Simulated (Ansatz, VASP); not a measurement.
## Two plane-wave programs on GdN

File INCAR:

```
SYSTEM = GdN
ALGO = Normal ; EDIFF = 1E-8
ENCUT = 520 ; GGA = PE
ISIF = 2 ; ISMEAR = -1
ISPIN = 2 ; LASPH = .True.
LCHARG = .False. ; LEFG = .True.
LMAXMIX = 6 ; LORBIT = 11
LREAL = .False. ; LWAVE = .False.
MAGMOM = 7 0 ; NBANDS = 22
NELM = 150 ; PREC = Accurate
SIGMA = 0.05
```

The input KPOINTS:

```
k-points
0
Gamma
  11 11 11
  0 0 0
```

The input POSCAR:

```
GdN
1.0
    0.0000000000      2.4784948052      2.4784948052
    2.4784948052      0.0000000000      2.4784948052
    2.4784948052      2.4784948052      0.0000000000
Gd N
1 1
Direct
    0.0000000000      0.0000000000      0.0000000000
    0.5000000000      0.5000000000      0.5000000000
```

Input for Ansatz:

```yaml
crystal:
  lattice:
    - [0.0, 2.4784948052, 2.4784948052]
    - [2.4784948052, 0.0, 2.4784948052]
    - [2.4784948052, 2.4784948052, 0.0]
  atoms:
    - { symbol: Gd, position: [0.0, 0.0, 0.0], spin: 7.0 }
    - { symbol: "N", position: [0.5, 0.5, 0.5] }
magnetization:
  spin_polarized: true
kpoints:
  mp_grid: { grid: [11, 11, 11] }
scf:
  occupations: { method: fermi_dirac, width: 0.05 }
hamiltonian:
  xc: pbe
  pseudopotentials: { kind: paw }
output:
  forces: true
  stress: true
  eigenvalues: true
  efg: { contact_densities: true }
```

Change from the starting cell: volume scaled by 0.975, PAW files.

Alike in both runs: task electric field gradients; functional PBE; k mesh 11 × 11 × 11; occupations fermi-dirac, width 0.05 eV; collinear spin.

|  | VASP | Ansatz |
| --- | --- | --- |
| version | VASP 6.6.1 | Ansatz 0.2.0 |
| potentials or method | VASP PAW PBE potentials, release 64 (Gd, N) | PAW with Ansatz's default frozen-core files, scalar-relativistic |
| plane-wave cutoff (eV) | 520 | 420 |
| valence electrons in the cell | 23 | 23 |

VASP gave:

| Quantity | Value |
| --- | --- |
| pressure (GPa) | 2.6 |
| net moment per atom (μB) | 3.50 |
| size of the moment on the site where the two differ most (μB) | 6.80 |

Q: Estimate Ansatz's values.

A: Pressure (GPa): 2.5; net moment per atom (μB): 3.50; size of the moment on the site where the two differ most (μB): 6.86.

Site moments also hang on the region over which each program counts them. With one functional, cell and mesh, what is left measures potentials, basis and numerics.

Neither program's run includes spin-orbit coupling.
